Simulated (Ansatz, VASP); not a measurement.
HfO2: VASP beside Ansatz

INCAR

```
PREC = Accurate
ENCUT = 600
EDIFF = 1E-6
ISMEAR = 0
SIGMA = 0.01
LREAL = F
LASPH = T
NELM = 200
ALGO = Normal
ISIF = 2
LWAVE = F
LCHARG = F
MAGMOM = 0 0 0 0 0 0 0 0 0
LORBIT = 11
LSORBIT = T
GGA_COMPAT = F
LORBMOM = T
LMAXMIX = 4
GGA = PE
NBANDS = 35
```

Contents of KPOINTS:

```
regular mesh
0
Gamma
  8 8 8
```

Contents of POSCAR:

```
HfO2
1.0
    0.0000000000      2.5291823184      2.5291823184
    2.5291823184      0.0000000000      2.5291823184
    2.5291823184      2.5291823184      0.0000000000
Hf O
1 2
Direct
    0.0000000000      0.0000000000      0.0000000000
    0.2500000000      0.2500000000      0.2500000000
    0.7500000000      0.7500000000      0.7500000000
```

Input for Ansatz:

```yaml
crystal:
  lattice:
    - [0.0, 2.5291823184, 2.5291823184]
    - [2.5291823184, 0.0, 2.5291823184]
    - [2.5291823184, 2.5291823184, 0.0]
  atoms:
    - { symbol: Hf, position: [0.0, 0.0, 0.0] }
    - { symbol: O, position: [0.25, 0.25, 0.25] }
    - { symbol: O, position: [0.75, 0.75, 0.75] }
kpoints:
  mp_grid: { grid: [8, 8, 8] }
  band_path:
    path:
      - [0.0, 0.0, 0.0]
      - [0.5, 0.0, 0.5]
      - [0.625, 0.25, 0.625]
      - [0.375, 0.375, 0.75]
      - [0.5, 0.5, 0.5]
      - [0.5, 0.25, 0.75]
      - [0.0, 0.5, 0.5]
    npoints: 1
hamiltonian:
  xc: pbe
scf:
  occupations: { method: fixed }
  n_extra_bands: 8
magnetization:
  noncollinear: true
  spin_orbit: true
output:
  forces: true
  stress: true
  eigenvalues: true
```

Alike in both runs: task single point; functional PBE; k mesh 8 × 8 × 8; non-collinear spin, spin-orbit coupling.

```csv
,VASP,Ansatz
version,VASP 6.6.1,Ansatz 0.2.0
potentials or method,"VASP PAW PBE potentials, release 64 (Hf_pv, O)","plane waves, PAW"
plane-wave cutoff (eV),600,420
occupations,"gaussian, width 0.01 eV",fixed
valence electrons in the cell,22,38
```

```csv
,VASP,Ansatz,Ansatz less VASP
pressure (GPa),2.0,5.7,+3.72
```

VASP's potentials hold 22 valence electrons a cell and Ansatz's 38, so a difference there can come from the potentials and not from the codes.
